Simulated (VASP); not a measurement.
GaP (sol), 2 atoms in the cell. Symmetry: F-43m, No. 216, cubic system. The conventional cell has a = 5.439 Å, b = 5.439 Å, c = 5.439 Å, α = 90.00°, β = 90.00°, γ = 90.00°. Within 3.1 Å of Ga (site symmetry -43m) lie 4 P at 2.36 Å. P (site symmetry -43m) has 4 Ga at 2.36 Å within 3.1 Å. 

| Quantity | Value |
| --- | --- |
| Program | VASP 6.6.1 |
| Task | single point |
| Functional | PBEsol |
| Potentials or basis | VASP PAW PBE potentials, release 64 (Ga_d, P) |
| Cutoff | 520 eV |
| k mesh | 8 × 8 × 8 |
| Occupations | gaussian, width 0.02 eV |
| Spin | no spin polarisation |
| Dipole correction | no |
| Further INCAR settings | ALGO = Normal; EDIFF = 1e-06; NBANDS = 16 |

Potentials or basis: VASP PAW PBE potentials, release 64 (Ga_d, P).

Launch:

```sh
$ cat potpaw_PBE.64/Ga_d/POTCAR potpaw_PBE.64/P/POTCAR > POTCAR
$ mpirun -np 1 vasp_std > vasp.out
```

Hardware: 1 thread of AMD EPYC 7R13 Processor (Zen 3), with other jobs on the host.

Question: How long does it take, and how much memory?

Answer: Wall time 20 s on 1 thread of AMD EPYC 7R13 Processor (Zen 3) (shared host), peak memory 0.14 GiB. Counts: scf iterations 12, k points 29.
